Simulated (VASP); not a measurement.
The system is Tm3C2.

```
Tm C
1.0
     3.52586    0.00000    0.00000
     0.00000    3.52586    0.00000
     0.00000    0.00000    7.20707
Tm C
3 2
Direct
  0.00000 0.50000 0.36525
  0.50000 0.00000 0.63475
  0.50000 0.50000 0.00000
  0.50000 0.00000 0.26216
  0.00000 0.50000 0.73784
```

The cell was generated, and may not be a known phase.

| Item | Value |
| --- | --- |
| Program | VASP 6.6.1 |
| Task | relaxation of cell and atoms |
| Functional | PBE |
| Potentials or basis | VASP PAW PBE potentials, release 64 (Tm_3, C), 4f in core |
| Cutoff | 600 eV |
| k mesh | 6 × 6 × 4 |
| Occupations | gaussian, width 0.1 eV |
| Spin | no spin polarisation |

At the start: pressure -3.9 GPa; volume 17.92 Å³/atom.

How do energy, volume and symmetry change on relaxing?

Over 10 steps the energy falls by 53.3 meV/atom and the volume is 17.35 Å³/atom (-3.2 %); space group P-4m2 (No. 115, to 0.1 Å) before and after.

Step by step:
| step | energy change (eV) | largest force (eV/Å) | pressure (GPa) | volume (Å³) |
| --- | --- | --- | --- | --- |
| 1 | 0.0000 | 1.0011 | -3.93 | 89.60 |
| 2 | -0.1709 | 0.4334 | 2.18 | 83.98 |
| 3 | -0.1710 | 0.4123 | 2.40 | 83.79 |
| 4 | -0.2197 | 0.3482 | 0.16 | 85.49 |
| 5 | -0.2204 | 0.3380 | -0.13 | 85.70 |
| 6 | -0.2359 | 0.2740 | -0.13 | 85.84 |
| 7 | -0.2633 | 0.0905 | 0.04 | 86.26 |
| 8 | -0.2657 | 0.0919 | 0.17 | 86.44 |
| 9 | -0.2659 | 0.0865 | 0.14 | 86.40 |
| 10 | -0.2665 | 0.0210 | -0.26 | 86.77 |

Final structure:
```cif
data_structure
_symmetry_space_group_name_H-M 'P 1'
_symmetry_Int_Tables_number 1
_cell_length_a 3.5199
_cell_length_b 3.5199
_cell_length_c 7.0036
_cell_angle_alpha 90.000
_cell_angle_beta 90.000
_cell_angle_gamma 90.000
_cell_volume 86.77
loop_
_atom_site_label
_atom_site_type_symbol
_atom_site_fract_x
_atom_site_fract_y
_atom_site_fract_z
_atom_site_occupancy
Tm1 Tm 0.00000 0.50000 0.35290 1
Tm2 Tm 0.50000 0.00000 0.64710 1
Tm3 Tm 0.50000 0.50000 0.00000 1
C1 C 0.50000 0.00000 0.28596 1
C2 C 0.00000 0.50000 0.71404 1
```
